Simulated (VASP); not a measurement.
Hg, 1 atom in the cell. The structure is trigonal, space group R-3m (No. 166). Conventional cell: a = 3.493 Å, b = 3.493 Å, c = 6.444 Å, α = 90.00°, β = 90.00°, γ = 120.00°. Hg (site symmetry -3m) has 12 Hg at 2.95 to 3.49 Å within 3.9 Å. 

- Program: VASP 6.6.1
- Task: single point
- Functional: LDA
- Potentials or basis: VASP PAW LDA potentials, release 64 (Hg_sv_GW)
- Cutoff: 550 eV
- k mesh: 11 × 11 × 11
- Occupations: methfessel-paxton, width 0.03 eV
- Spin: no spin polarisation
- Dipole correction: no
- Further INCAR settings: ALGO = Normal; EDIFF = 1e-06; NBANDS = 16

Potentials or basis: VASP PAW LDA potentials, release 64 (Hg_sv_GW).

The run is started by

```bash
$ cat potpaw_LDA.64/Hg_sv_GW/POTCAR > POTCAR
$ mpirun -np 1 vasp_std > vasp.out
```

Hardware: 1 thread of Intel(R) Xeon(R) 6975P-C (Granite Rapids), with other jobs on the host.

Question: Estimate the wall time of this run.

Answer: Run time: 13 s on 1 thread of Intel(R) Xeon(R) 6975P-C (Granite Rapids) (shared host), peak memory 0.19 GiB. Counts: scf iterations 10, k points 146.
